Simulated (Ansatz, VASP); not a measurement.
# Ca in VASP and in Ansatz

Contents of INCAR:

```
SYSTEM = Ca
PREC = Accurate ; ENCUT = 520
EDIFF = 1E-7 ; ISMEAR = 0
SIGMA = 0.15 ; LREAL = .FALSE.
LASPH = .TRUE. ; NELM = 80
ALGO = Fast ; ISIF = 2
LWAVE = .FALSE. ; LCHARG = .FALSE.
GGA = PS ; NBANDS = 11
```

The input KPOINTS:

```
Automatic mesh
0
G
  14 14 14
  0 0 0
```

Contents of POSCAR:

```
Ca
1.0
    0.0000000000      2.7522870000      2.7103740000
    2.7522870000      0.0000000000      2.7103740000
    2.7522870000      2.7522870000      0.0000000000
Ca
1
Direct
    0.0000000000      0.0000000000      0.0000000000
```

Input for Ansatz:

```yaml
crystal:
  lattice:
    - [0.0, 2.752287, 2.710374]
    - [2.752287, 0.0, 2.710374]
    - [2.752287, 2.752287, 0.0]
  atoms:
    - { symbol: Ca, position: [0.0, 0.0, 0.0] }
basis:
  ecutwfc: 420
kpoints:
  mp_grid: { grid: [14, 14, 14] }
hamiltonian:
  xc: pbesol
scf:
  occupations: { method: gaussian, width: 0.15 }
output:
  forces: true
  stress: true
  eigenvalues: true
```

Change from the starting cell: strain -0.015 along x and y, -0.030 along z, atoms carried along.

Alike in both runs: task single point; functional PBEsol; k mesh 14 × 14 × 14; occupations gaussian, width 0.15 eV; no spin polarisation.

```csv
,VASP,Ansatz
version,VASP 6.6.1,Ansatz 0.2.0
potentials or method,"VASP PAW PBE potentials, release 64 (Ca_sv), cutoff 520 eV","scalar-relativistic, plane waves, PAW"
valence electrons in the cell,10,10
```

```tsv
	VASP	Ansatz	Ansatz less VASP
gap on the k mesh at the Fermi level (eV)	none	none	-
pressure (GPa)	-0.2	-0.2	-0.01
traceless stress, the component that is largest in VASP (GPa)	0.07	0.07	0.000
```

VASP's potentials were made for PBE, not for PBEsol. A gap of «none» marks a metal or a gap that the smearing closes.
